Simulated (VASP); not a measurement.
The system is MgH2.

```xyz
6
Lattice="4.4849 0.0000 0.0000 0.0000 4.4849 0.0000 0.0000 0.0000 2.9965" Properties=species:S:1:pos:R:3 pbc="T T T"
Mg    0.0000    0.0000    0.0000
Mg    2.2424    2.2424    1.4982
H     1.3665    1.3665    0.0000
H     0.8760    3.6089    1.4982
H     3.6089    0.8760    1.4982
H     3.1184    3.1184    0.0000
```

Base run:

```yaml
Program: VASP 6.6.1
Functional: r2SCAN
Potentials_or_basis: VASP PAW PBE potentials, release 64 (Mg, H)
Cutoff: 520 eV
k_mesh: 6 × 6 × 8
Occupations: gaussian, width 0.01 eV
Spin: no spin polarisation
```

Its results: band gap on the k mesh 4.46 eV (least direct gap 5.25 eV); pressure -0.4 GPa.

Question: The run is repeated on the same cell with these changes: functional from r2SCAN to PBE; further incar settings from ALGO = Normal; EDIFF = 1e-07; NBANDS = 13 to ALGO = Normal; EDIFF = 1e-06; NBANDS = 13. What comes out?

Answer: Band gap on the k mesh 3.84 eV (least direct gap 4.60 eV); pressure 0.7 GPa.

Caveats: the structure was generated, so it needn't be the stable form of MgH2; the PAW data sets were made with another functional, which shifts forces and pressure a little (at least some runs).

A k mesh can miss the band edges.
